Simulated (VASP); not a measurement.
# Ir (Fd-3m) in VASP: further runs

The runs below take Ir through single point, relaxation of cell and atoms, with PBE.

Everything below comes from runs of VASP 6.6.1. Logs are shortened: lines on timing, memory, paths and dates and some standing lists are left out, and cuts for length are marked.

## Step 1: The cell of the first run

Symmetry: Fd-3m, No. 227, cubic system. The conventional cell has a = 5.570 Å, b = 5.570 Å, c = 5.570 Å, α = 90.00°, β = 90.00°, γ = 90.00°. Within 3.2 Å of Ir (site symmetry -43m) lie 4 Ir at 2.41 Å.

## Step 2: Single point, PBE

The input, INCAR:

```
PREC = Accurate
ENCUT = 520
EDIFF = 1E-6
ISMEAR = -1
SIGMA = 0.1
LREAL = F
LASPH = T
NELM = 80
ALGO = Normal
ISIF = 2
LWAVE = F
LCHARG = F
GGA = PE
NBANDS = 16
```

The input, KPOINTS:

```
regular mesh
0
Gamma
  13 13 13
```

The input, POSCAR:

```
Ir
1.0
    0.0000000000      2.7851034761      2.7851034761
    2.7851034761      0.0000000000      2.7851034761
    2.7851034761      2.7851034761      0.0000000000
Ir
2
Direct
    1.0000000000      1.0000000000      1.0000000000
    0.2500000000      0.2500000000      0.2500000000
```

Potentials or basis: VASP PAW PBE potentials, release 64 (Ir).

On the command line:

```sh
$ cat potpaw_PBE.64/Ir/POTCAR > POTCAR
$ mpirun -np 1 vasp_std > vasp.out
```

OUTCAR:

```text
PREC = Accurate
   ENCUT = 520
   EDIFF = 1E-6
   ISMEAR = -1
   LREAL = F
   LASPH = T
   NELM = 80
   ISIF = 2
   GGA = PE

 ion  position               nearest neighbor table
   1  0.000  0.000  0.000-   2 2.41   2 2.41   2 2.41   2 2.41
   2  0.250  0.250  0.250-   1 2.41   1 2.41   1 2.41   1 2.41

  LATTYP: Found a face centered cubic cell.
 ALAT       =     5.5702069522

  Lattice vectors:

 A1 = (   0.0000000000,   2.7851034761,   2.7851034761)
 A2 = (   2.7851034761,   0.0000000000,   2.7851034761)
 A3 = (   2.7851034761,   2.7851034761,   0.0000000000)

Analysis of symmetry for initial positions (statically):
=====================================================================
 Subroutine PRICEL returns:
 Original cell was already a primitive cell.

 Routine SETGRP: Setting up the symmetry group for a
 face centered cubic supercell.

 Subroutine GETGRP returns: Found 48 space group operations
 (whereof 24 operations were pure point group operations)
 out of a pool of 48 trial point group operations.

The static configuration has the point symmetry T_d .
 The point group associated with its full space group is O_h .

Analysis of symmetry for dynamics (positions and initial velocities):
=====================================================================
 Subroutine PRICEL returns:
 Original cell was already a primitive cell.

 Routine SETGRP: Setting up the symmetry group for a
 face centered cubic supercell.

 Subroutine GETGRP returns: Found 48 space group operations
 (whereof 24 operations were pure point group operations)
 out of a pool of 48 trial point group operations.

The dynamic configuration has the point symmetry T_d .
 The point group associated with its full space group is O_h .

 Subroutine INISYM returns: Found 48 space group operations
 (whereof 24 operations are pure point group operations),
 and found     1 'primitive' translations

----------------------------------------------------------------------------------------

                                     Primitive cell

  volume of cell :      43.2070

  direct lattice vectors                    reciprocal lattice vectors
     0.000000000  2.785103476  2.785103476    -0.179526543  0.179526543  0.179526543
     2.785103476  0.000000000  2.785103476     0.179526543 -0.179526543  0.179526543
     2.785103476  2.785103476  0.000000000     0.179526543  0.179526543 -0.179526543

  length of vectors
     3.938731109  3.938731109  3.938731109     0.310949094  0.310949094  0.310949094

  position of ions in fractional coordinates (direct lattice)
     0.000000000  0.000000000  0.000000000
     0.250000000  0.250000000  0.250000000

  ion indices of the primitive-cell ions
   primitive index   ion index
                 1           1
                 2           2

----------------------------------------------------------------------------------------

 KPOINTS: regular mesh

Automatic generation of k-mesh.
 Grid dimensions read from file:
 generate k-points for:   13   13   13

 Generating k-lattice:

  Cartesian coordinates                     Fractional coordinates (reciprocal lattice)
    -0.013809734  0.013809734  0.013809734     0.076923077  0.000000000  0.000000000
     0.013809734 -0.013809734  0.013809734     0.000000000  0.076923077  0.000000000
     0.013809734  0.013809734 -0.013809734     0.000000000  0.000000000  0.076923077

  Length of vectors
     0.023919161  0.023919161  0.023919161

  Shift w.r.t. Gamma in fractional coordinates (k-lattice)
     0.000000000  0.000000000  0.000000000

 Subroutine IBZKPT returns following result:
 ===========================================

 Found     84 irreducible k-points:

 Following reciprocal coordinates:
            Coordinates               Weight
  0.000000  0.000000  0.000000      1.000000
  0.076923  0.000000  0.000000      8.000000
  0.153846  0.000000  0.000000      8.000000
  0.230769  0.000000  0.000000      8.000000
  0.307692  0.000000  0.000000      8.000000
  0.384615  0.000000  0.000000      8.000000
[... 16 lines left out ...]
  0.384615  0.153846  0.000000     24.000000
  0.461538  0.153846  0.000000     24.000000
 [... further k-points ...]
   k-points           NKPTS =     84   k-points in BZ     NKDIM =     84   number of bands    NBANDS=     16
   number of dos      NEDOS =    301   number of ions     NIONS =      2
   total plane-waves  NPLWV =  27000
   dimension x,y,z NGX =    30 NGY =   30 NGZ =   30
   dimension x,y,z NGXF=    60 NGYF=   60 NGZF=   60
   ions per type =               2
   NGX,Y,Z   is equivalent  to a cutoff of  12.66, 12.66, 12.66 a.u.
   NGXF,Y,Z  is equivalent  to a cutoff of  25.32, 25.32, 25.32 a.u.
 SYSTEM =  unknown system
   PREC   = accura    normal or accurate (medium, high low for compatibility)
   ISTART =      0    job   : 0-new  1-cont  2-samecut
   ICHARG =      2    charge: 1-file 2-atom 10-const
   ISPIN  =      1    spin polarized calculation?
   LNONCOLLINEAR =      F non collinear calculations
   LSORBIT =      F    spin-orbit coupling
   LASPH  =      T    aspherical Exc in radial PAW
   ENCUT  =  520.0 eV  38.22 Ry    6.18 a.u.   7.32  7.32  7.32*2*pi/ulx,y,z
   NELM   =     80;   NELMIN=  2; NELMDL= -5     # of ELM steps
   EDIFF  = 0.1E-05   stopping-criterion for ELM
   LREAL  =      F    real-space projection
   EDIFFG = 0.1E-04   stopping-criterion for IOM
   NSW    =      0    number of steps for IOM
   IBRION =     -1    ionic relax: 0-MD 1-quasi-New 2-CG
   NFREE  =      0    steps in history (QN), initial steepest desc. (CG)
   ISIF   =      2    stress and relaxation
   ISYM   =      2    0-nonsym 1-usesym 2-fastsym
   POTIM  = 0.5000    time-step for ionic-motion
   TEBEG  =    0.0;   TEEND  =   0.0 temperature during run
   PSTRESS=    0.0 pullay stress
   NELECT =      18.0000    total number of electrons
   NUPDOWN=      -1.0000    fix difference up-down
   EMIN   =  10.00;   EMAX   =-10.00  energy-range for DOS
   EFERMI =   0.00;   METHOD = LEGACY
   ISMEAR =    -1;   SIGMA  =   0.10  broadening in eV -4-tet -1-fermi 0-gaus
   EFERMI_NEDOS =   21; number of points for ismear=-14 and -15
   IALGO  =     38    algorithm
   IMIX   =      4    mixing-type and parameters
     AMIX     =   0.40;   BMIX     =  1.00
     AMIX_MAG =   1.60;   BMIX_MAG =  1.00
  volume/ion in A,a.u.               =      21.60       145.79
  Fermi-wavevector in a.u.,A,eV,Ry     =   1.222684  2.310538 20.340123  1.494957
  Thomas-Fermi vector in A             =   2.357822
   LORBIT       =      0    0 simple, 1 ext, 2 COOP (PROOUT), +10 PAW based schemes
   GGA     = PE    functional components
   LHFCALC =     F    Hartree Fock is set to
   AEXX    =    0.0000 exact exchange contribution
   IVDW    =     0    specifies the selected vdW correction
   LEPSILON=     F    determine dielectric tensor
   LRPA    =     F    only Hartree local field effects (RPA)
 non-spin polarized calculation
  energy-cutoff  :      520.00
  volume of cell :       43.21
 maximum number of plane-waves:      1211
 NGX is ok and might be reduce to    30
   NGX = 15   NGY = 15   NGZ = 15

 number of electron      17.9999998 magnetization

 Free energy of the ion-electron system (eV)
  ---------------------------------------------------
  ext. energy  EPLUGINS =         0.00000000
  ---------------------------------------------------
  free energy    TOTEN  =       -15.74077161 eV

  energy without entropy =      -15.66882118  energy(sigma->0) =      -15.70479640

 E-fermi :   5.1671     XC(G=0): -11.1536

 val. band max:        5.1647582380   @ k =   0.3077   0.1538   0.0000
 cond. band min:       5.1698739723   @ k =   0.3846   0.1538   0.0769
 fundamental gap:      0.0051157344
 Fermi energy:         5.1670583027

 k-point     1 :       0.0000    0.0000    0.0000
  band No.  band energies     occupation
      1      -2.7864      2.00000
      2       0.1536      2.00000
      3       0.1536      2.00000
      4       0.5370      2.00000
      5       0.5370      2.00000
      6       0.5370      2.00000
[... 8 lines left out ...]
     15      17.6102      0.00000
     16      17.6102      0.00000

 k-point     2 :       0.0769    0.0000    0.0000
  band No.  band energies     occupation
      1      -2.6844      2.00000
      2       0.0727      2.00000
      3       0.0727      2.00000
      4       0.5252      2.00000
      5       0.6562      2.00000
      6       0.6562      2.00000
[... 8 lines left out ...]
     15      17.2298      0.00000
     16      17.2298      0.00000

 k-point     3 :       0.1538    0.0000    0.0000
  band No.  band energies     occupation
      1      -2.3899      2.00000
      2      -0.0299      2.00000
      3      -0.0299      2.00000
      4       0.4943      2.00000
      5       0.8499      2.00000
      6       0.8499      2.00000
[... 8 lines left out ...]
     15      16.3856      0.00000
     16      17.4846      0.00000

 k-point     4 :       0.2308    0.0000    0.0000
  band No.  band energies     occupation
      1      -1.9421      2.00000
      2      -0.0668      2.00000
      3      -0.0668      2.00000
      4       0.4531      2.00000
      5       0.9684      2.00000
      6       0.9684      2.00000
[... 8 lines left out ...]
     15      15.5046      0.00000
     16      18.1209      0.00000
[... 324 lines left out ...]
 k-point    22 :       0.3077    0.1538    0.0000
  band No.  band energies     occupation
      1      -1.4249      2.00000
      2      -0.4841      2.00000
      3       0.3883      2.00000
      4       0.3945      2.00000
      5       0.7567      2.00000
      6       1.4515      2.00000
[... 8 lines left out ...]
     15      15.0868      0.00000
     16      17.3444      0.00000

 k-point    23 :       0.3846    0.1538    0.0000
  band No.  band energies     occupation
      1      -0.9258      2.00000
      2      -0.4405      2.00000
      3       0.2759      2.00000
      4       0.3951      2.00000
      5       0.7837      2.00000
      6       1.3713      2.00000
[... 8 lines left out ...]
     15      15.0511      0.00000
     16      18.4968      0.00000

 k-point    24 :       0.4615    0.1538    0.0000
  band No.  band energies     occupation
      1      -0.5322      2.00000
      2      -0.3661      2.00000
      3       0.2114      2.00000
      4       0.3069      2.00000
      5       0.8676      2.00000
      6       1.1960      2.00000
[... 8 lines left out ...]
     15      15.0777      0.00000
     16      19.4212      0.00000

 [... further k-points ...]
[... 5 lines left out ...]
  --------------------------------------------------------------------------------------
  -------------------------------------------------------------------------------------
  Total       -0.0984479     -0.0984479     -0.0984479      0.0000000      0.0000000      0.0000000
  in kB       -3.6505888     -3.6505888     -3.6505888      0.0000000      0.0000000      0.0000000
  external PRESSURE =      -3.6505888 kB  Pullay stress =       0.0000000 kB

 VOLUME and BASIS-vectors are now :
 -----------------------------------------------------------------------------
  energy-cutoff  :      520.00
  volume of cell :       43.21
      direct lattice vectors                 reciprocal lattice vectors
     0.000000000  2.785103476  2.785103476    -0.179526543  0.179526543  0.179526543
     2.785103476  0.000000000  2.785103476     0.179526543 -0.179526543  0.179526543
     2.785103476  2.785103476  0.000000000     0.179526543  0.179526543 -0.179526543

 POSITION                                       TOTAL-FORCE (eV/Angst)
 -----------------------------------------------------------------------------------
      0.00000      0.00000      0.00000        -0.000000     -0.000000     -0.000000
      1.39255      1.39255      1.39255         0.000000      0.000000      0.000000
 -----------------------------------------------------------------------------------
    total drift:                                0.000000     -0.000000      0.000000

  FREE ENERGIE OF THE ION-ELECTRON SYSTEM (eV)
  ---------------------------------------------------
  free  energy   TOTEN  =       -15.7407716149 eV

  energy  without entropy=      -15.6688211850  energy(sigma->0) =      -15.70479640
```

Run time: 37 s. Hardware: 1 thread of Intel Xeon Platinum 8488C (Sapphire Rapids), shared host; peak memory 0.2 GiB.

What came out:

```
Free energy            : -15.7408 eV
Pressure               : -0.4 GPa
Band gap on the k mesh : zero (band 9 reaches 6.12 eV, above the bottom of band 10 at 4.54 eV)
```

Levels at points of the mesh, in eV from the Fermi level:
```tsv
k point	band 7	band 8	band 9	band 10	band 11	band 12
(0.00, 0.00, 0.00)	-1.73	-1.73	-1.73	0.78	0.78	10.85
```

Caveat: spin-orbit coupling is left out, which moves the levels of the heavy elements.

## Step 3: Relaxation of cell and atoms, PBE

The input, INCAR:

```
PREC = Accurate
ENCUT = 600
EDIFF = 1E-6
ISMEAR = -1
SIGMA = 0.1
LREAL = F
LASPH = T
NELM = 60
ALGO = Normal
ISIF = 3
LWAVE = F
LCHARG = F
GGA = PE
IBRION = 2
NSW = 80
EDIFFG = -0.03
```

The input, KPOINTS:

```
Automatic mesh
0
Gamma
  13 13 13
```

POSCAR is that of step 2.

Potentials or basis: VASP PAW PBE potentials, release 64 (Ir).

On the command line:

```sh
$ cat potpaw_PBE.64/Ir/POTCAR > POTCAR
$ mpirun -np 1 vasp_std > vasp.out
```

OUTCAR:

```text
PREC = Accurate
   ENCUT = 600
   EDIFF = 1E-6
   ISMEAR = -1
   LREAL = F
   LASPH = T
   NELM = 60
   ISIF = 3
   GGA = PE
   IBRION = 2
   NSW = 80
   EDIFFG = -0.03

 ion  position               nearest neighbor table
   1  0.000  0.000  0.000-   2 2.41   2 2.41   2 2.41   2 2.41
   2  0.250  0.250  0.250-   1 2.41   1 2.41   1 2.41   1 2.41

  LATTYP: Found a face centered cubic cell.
 ALAT       =     5.5702069522

  Lattice vectors:

 A1 = (   0.0000000000,   2.7851034761,   2.7851034761)
 A2 = (   2.7851034761,   0.0000000000,   2.7851034761)
 A3 = (   2.7851034761,   2.7851034761,   0.0000000000)

Analysis of symmetry for initial positions (statically):
=====================================================================
 Subroutine PRICEL returns:
 Original cell was already a primitive cell.

 Routine SETGRP: Setting up the symmetry group for a
 face centered cubic supercell.
[... 257 lines left out ...]

 k-point     1 :       0.0000    0.0000    0.0000
  band No.  band energies     occupation
      1      -2.7784      2.00000
      2       0.1625      2.00000
      3       0.1625      2.00000
      4       0.5489      2.00000
      5       0.5489      2.00000
      6       0.5489      2.00000
      7       3.4550      2.00000
      8       3.4550      2.00000
      9       3.4550      2.00000
     10       5.9726      0.00079
     11       5.9726      0.00079
     12      16.0443      0.00000
     13      16.1282      0.00000
[... 354 lines left out ...]
  band No.  band energies     occupation
      1      -0.5202      2.00000
      2      -0.3581      2.00000
      3       0.2217      2.00000
      4       0.3175      2.00000
      5       0.8783      2.00000
      6       1.2090      2.00000
      7       2.7565      2.00000
      8       4.1072      1.99996
      9       4.1449      1.99994
     10       5.3061      0.47199
     11       5.9411      0.00108
     12       7.4239      0.00000
     13      12.1738      0.00000

 [... further k-points ...]
[... 5 lines left out ...]
  --------------------------------------------------------------------------------------
  -------------------------------------------------------------------------------------
  Total        0.0008547      0.0008547      0.0008547      0.0000000      0.0000000      0.0000000
  in kB        0.0317491      0.0317491      0.0317491      0.0000000      0.0000000      0.0000000
  external PRESSURE =       0.0317491 kB  Pullay stress =       0.0000000 kB
[... 17 lines left out ...]
  FREE ENERGIE OF THE ION-ELECTRON SYSTEM (eV)
  ---------------------------------------------------
  free  energy   TOTEN  =       -15.7408706832 eV

  energy  without entropy=      -15.6691441456  energy(sigma->0) =      -15.70500741

 reached required accuracy - stopping structural energy minimisation
```

Wall time 63 s (1 thread of Intel Xeon Platinum 8488C (Sapphire Rapids), shared host); peak memory 0.21 GiB.

Results:

```
Free energy                            : -15.7409 eV
Relaxed volume                         : 21.56 Å³/atom
Relaxed cell                           : a = 3.936 Å, b = 3.936 Å, c = 3.936 Å, α = 60.00°, β = 60.00°, γ = 60.00°
Space group after relaxing (to 0.05 Å) : Fd-3m (No. 227)
Energy gained by relaxing              : 0.0 meV/atom
Ionic steps                            : 3
Pressure after relaxing                : 0.0 GPa
Band gap on the k mesh                 : zero (band 9 reaches 6.14 eV, above the bottom of band 10 at 4.56 eV)
```

Final structure:
```yaml
crystal:
  lattice:
    - [0.00000, 2.78344, 2.78344]
    - [2.78344, 0.00000, 2.78344]
    - [2.78344, 2.78344, 0.00000]
  atoms:
    - { symbol: Ir, position: [0.00000, 0.00000, 0.00000] }
    - { symbol: Ir, position: [0.25000, 0.25000, 0.25000] }
```

Caveat: spin-orbit coupling is left out, which moves the levels of the heavy elements.
